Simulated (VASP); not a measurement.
# Pr (P6_3/mmc) in VASP: single point with r2SCAN

Aim: the single point of Pr with r2SCAN.

All numbers are computed with VASP 6.6.1; they aren't measurements. Logs are shortened: lines on timing, memory, paths and dates and some standing lists are left out, and cuts for length are marked.

### 1 The cell of the first run

It takes space group P6_3/mmc (No. 194, hexagonal). The conventional cell has a = 3.746 Å, b = 3.746 Å, c = 6.134 Å, α = 90.00°, β = 90.00°, γ = 120.00°. Pr (site symmetry -6m2) has 12 Pr at 3.75 Å within 4.9 Å.

### 2 Single point, r2SCAN, collinear spin, ferromagnetic start

Input file POSCAR:

```
Pr
1.0
    3.7458884517      0.0000000000      0.0000000000
   -1.8729442259      3.2440345590      0.0000000000
    0.0000000000      0.0000000000      6.1343085573
Pr
2
Direct
    0.3333333333      0.6666666667      0.2500000000
    0.6666666667      0.3333333333      0.7500000000
```

Input file INCAR.step1:

```
SYSTEM = Pr
ALGO = Normal
EDIFF = 1E-4
ENCUT = 520
GGA = PE
ISMEAR = -1
ISPIN = 2
LASPH = .True.
LCHARG = .False.
LMAXMIX = 6
LREAL = .False.
LWAVE = .True.
MAGMOM = 2 2
NBANDS = 24
NELM = 150
PREC = Accurate
SIGMA = 0.05
```

Input file INCAR.step2:

```
SYSTEM = Pr
ALGO = Normal
EDIFF = 1E-6
ENCUT = 520
ISIF = 2
ISMEAR = -1
ISPIN = 2
ISTART = 1
LASPH = .True.
LCHARG = .False.
LMAXMIX = 6
LMIXTAU = .True.
LORBIT = 11
LREAL = .False.
LWAVE = .False.
MAGMOM = 2 2
METAGGA = R2SCAN
NBANDS = 24
NELM = 150
PREC = Accurate
SIGMA = 0.05
```

Input file KPOINTS:

```
k-points
0
Gamma
  10 10 6
  0 0 0
```

Potentials or basis: VASP PAW PBE potentials, release 64 (Pr).

On the command line:

```
$ cat potpaw_PBE.64/Pr/POTCAR > POTCAR
$ cp INCAR.step1 INCAR
$ mpirun -np 1 vasp_std > vasp.out
$ cp INCAR.step2 INCAR
$ mpirun -np 1 vasp_std > vasp.out
```

OUTCAR:

```text
SYSTEM = Pr
   EDIFF = 1E-6
   ENCUT = 520
   ISIF = 2
   ISMEAR = -1
   ISPIN = 2
   ISTART = 1
   LASPH = .True.
   LORBIT = 11
   LREAL = .False.
   METAGGA = R2SCAN
   NELM = 150
   PREC = Accurate

 ion  position               nearest neighbor table
   1  0.333  0.667  0.250-
   2  0.667  0.333  0.750-

  LATTYP: Found a hexagonal cell.
 ALAT       =     3.7458884517
 C/A-ratio  =     1.6376111132

  Lattice vectors:

 A1 = (   3.7458884517,   0.0000000000,   0.0000000000)
 A2 = (  -1.8729442259,   3.2440345590,   0.0000000000)
 A3 = (   0.0000000000,   0.0000000000,   6.1343085573)

Analysis of symmetry for initial positions (statically):
=====================================================================
 Subroutine PRICEL returns:
 Original cell was already a primitive cell.

 Routine SETGRP: Setting up the symmetry group for a
 hexagonal supercell.

 Subroutine GETGRP returns: Found 24 space group operations
 (whereof 12 operations were pure point group operations)
 out of a pool of 24 trial point group operations.

The static configuration has the point symmetry D_3d.
 The point group associated with its full space group is D_6h.

Analysis of symmetry for dynamics (positions and initial velocities):
=====================================================================
 Subroutine PRICEL returns:
 Original cell was already a primitive cell.

 Routine SETGRP: Setting up the symmetry group for a
 hexagonal supercell.

 Subroutine GETGRP returns: Found 24 space group operations
 (whereof 12 operations were pure point group operations)
 out of a pool of 24 trial point group operations.

The dynamic configuration has the point symmetry D_3d.
 The point group associated with its full space group is D_6h.

Analysis of structural, dynamic, and magnetic symmetry:
=====================================================================
 Subroutine PRICEL returns:
 Original cell was already a primitive cell.

 Routine SETGRP: Setting up the symmetry group for a
 hexagonal supercell.

 Subroutine GETGRP returns: Found 24 space group operations
 (whereof 12 operations were pure point group operations)
 out of a pool of 24 trial point group operations.

The overall configuration has the point symmetry D_3d.
 The point group associated with its full space group is D_6h.

 Subroutine INISYM returns: Found 24 space group operations
 (whereof 12 operations are pure point group operations),
 and found     1 'primitive' translations

----------------------------------------------------------------------------------------

[... 116 lines left out ...]
   LORBIT       =     11    0 simple, 1 ext, 2 COOP (PROOUT), +10 PAW based schemes
   METAGGA = R2SCAN    functional components
   LHFCALC =     F    Hartree Fock is set to
   AEXX    =    0.0000 exact exchange contribution
   IVDW    =     0    specifies the selected vdW correction
   LEPSILON=     F    determine dielectric tensor
   LRPA    =     F    only Hartree local field effects (RPA)
 spin polarized calculation
  energy-cutoff  :      520.00
  volume of cell :       74.54
 maximum number of plane-waves:      2025
 NGX is ok and might be reduce to    28
   NGX = 13   NGY = 13   NGZ = 23

 number of electron      25.9999993 magnetization       5.9414323

 Free energy of the ion-electron system (eV)
  ---------------------------------------------------
  ext. energy  EPLUGINS =         0.00000000
  ---------------------------------------------------
  free energy    TOTEN  =       -62.46747398 eV

  energy without entropy =      -62.40592143  energy(sigma->0) =      -62.43669771

 E-fermi :   5.7060     XC(G=0): -10.1599

 val. band max:        5.7053064293   @ k =   0.1000   0.1000   0.5000
 cond. band min:       5.7105924808   @ k =   0.1000   0.1000   0.0000
 fundamental gap:      0.0052860515
 Fermi energy:         5.7060395734

 spin component 1

 k-point     1 :       0.0000    0.0000    0.0000
  band No.  band energies     occupation
      1     -31.6997      1.00000
      2     -31.5640      1.00000
      3     -13.8735      1.00000
      4     -12.8612      1.00000
      5     -12.8612      1.00000
      6     -12.7740      1.00000
[... 637 lines left out ...]
     23       6.8885      0.00000
     24       6.9031      0.00000

 [... further k-points ...]

 spin component 2

 k-point     1 :       0.0000    0.0000    0.0000
  band No.  band energies     occupation
      1     -30.4355      1.00000
      2     -30.2986      1.00000
      3     -12.9676      1.00000
      4     -11.8973      1.00000
      5     -11.8225      1.00000
      6     -11.8225      1.00000
[... 637 lines left out ...]
     23       8.2805      0.00000
     24       8.5422      0.00000

 [... further k-points ...]

------------------------ aborting loop because EDIFF is reached ----------------------------------------

  FORCE on cell =-STRESS in cart. coord.  units (eV):
  Direction    XX          YY          ZZ          XY          YZ          ZX
  --------------------------------------------------------------------------------------
  -------------------------------------------------------------------------------------
  Total       -0.1152078     -0.1152078      0.2846077      0.0000000      0.0000000      0.0000000
  in kB       -2.4762041     -2.4762041      6.1171812      0.0000000      0.0000000      0.0000000
  external PRESSURE =       0.3882577 kB  Pullay stress =       0.0000000 kB

 VOLUME and BASIS-vectors are now :
 -----------------------------------------------------------------------------
  energy-cutoff  :      520.00
  volume of cell :       74.54
      direct lattice vectors                 reciprocal lattice vectors
     3.745888452  0.000000000  0.000000000     0.266959364  0.154129061  0.000000000
    -1.872944226  3.244034559  0.000000000     0.000000000  0.308258122  0.000000000
     0.000000000  0.000000000  6.134308557     0.000000000  0.000000000  0.163017558

 POSITION                                       TOTAL-FORCE (eV/Angst)
 -----------------------------------------------------------------------------------
     -0.00000      2.16269      1.53358         0.000000     -0.000000      0.000000
      1.87294      1.08134      4.60073        -0.000000      0.000000      0.000000
 -----------------------------------------------------------------------------------
    total drift:                                0.000000     -0.000000      0.000000

  FREE ENERGIE OF THE ION-ELECTRON SYSTEM (eV)
  ---------------------------------------------------
  free  energy   TOTEN  =       -62.4674739798 eV

  energy  without entropy=      -62.4059214339  energy(sigma->0) =      -62.43669771

 total charge

# of ion       s       p       d       f       tot
--------------------------------------------------
    1        2.010   5.316   0.534   2.188  10.047
    2        2.010   5.316   0.534   2.188  10.047
--------------------------------------------------
tot          4.019  10.632   1.068   4.376  20.095

 magnetization (x)

# of ion       s       p       d       f       tot
--------------------------------------------------
    1       -0.016  -0.065   0.193   2.164   2.276
    2       -0.016  -0.065   0.193   2.164   2.276
--------------------------------------------------
tot         -0.031  -0.131   0.387   4.327   4.552
```

OUTCAR.step1:

```text
SYSTEM = Pr
   EDIFF = 1E-4
   ENCUT = 520
   GGA = PE
   ISMEAR = -1
   ISPIN = 2
   LASPH = .True.
   LREAL = .False.
[... 1540 lines left out ...]
     -0.00000      2.16269      1.53358         0.000000      0.000000      0.000000
      1.87294      1.08134      4.60073        -0.000000     -0.000000      0.000000
 -----------------------------------------------------------------------------------
    total drift:                                0.000000     -0.000000      0.000000

  FREE ENERGIE OF THE ION-ELECTRON SYSTEM (eV)
  ---------------------------------------------------
  free  energy   TOTEN  =       -10.9115842009 eV

  energy  without entropy=      -10.7933390487  energy(sigma->0) =      -10.85246162
```

OSZICAR.step1:

```text
N       E                     dE             d eps       ncg     rms          rms(c)
DAV:   1     0.307562905895E+03    0.30756E+03   -0.90468E+03  5624   0.200E+03
DAV:   2     0.359430950941E+02   -0.27162E+03   -0.26413E+03  6992   0.361E+02
[... 11 lines left out ...]
DAV:  14    -0.109094401915E+02   -0.37289E-02   -0.31899E-02  9912   0.178E+00    0.148E+00
DAV:  15    -0.109160636502E+02   -0.66235E-02   -0.10410E-02 10360   0.785E-01    0.190E+00
DAV:  16    -0.109124172448E+02    0.36464E-02   -0.50863E-03 10016   0.776E-01    0.109E+00
DAV:  17    -0.109118599648E+02    0.55728E-03   -0.30556E-03  8144   0.449E-01    0.642E-01
DAV:  18    -0.109115437261E+02    0.31624E-03   -0.27762E-03 10472   0.612E-01    0.174E-01
DAV:  19    -0.109115842009E+02   -0.40475E-04   -0.50723E-04  7808   0.141E-01
   1 F= -.10911584E+02 E0= -.10852462E+02  d E =-.118245E+00  mag=     5.4983
```

Run time: 9.3 min. Hardware: 1 thread of Intel Xeon Platinum 8559C (Emerald Rapids), shared host; peak memory 0.33 GiB.

Results:

| Property | Result |
| --- | --- |
| Free energy | -62.4675 eV |
| Pressure | 0.0 GPa |
| Net moment | 5.94 μB per cell |
| Site moments | Pr +2.28 μB |
| Valence electrons inside the program's atomic spheres | Pr 10.05 |

Caveat: the magnetic or orbital state may not be the lowest; the PAW data sets were made with another functional, which shifts forces and pressure a little; spin-orbit coupling is left out, which moves the levels of the heavy elements; semilocal functionals describe open f shells poorly, which spoils levels, moments and volumes. The state reached can hang on the start; a lower one may exist.
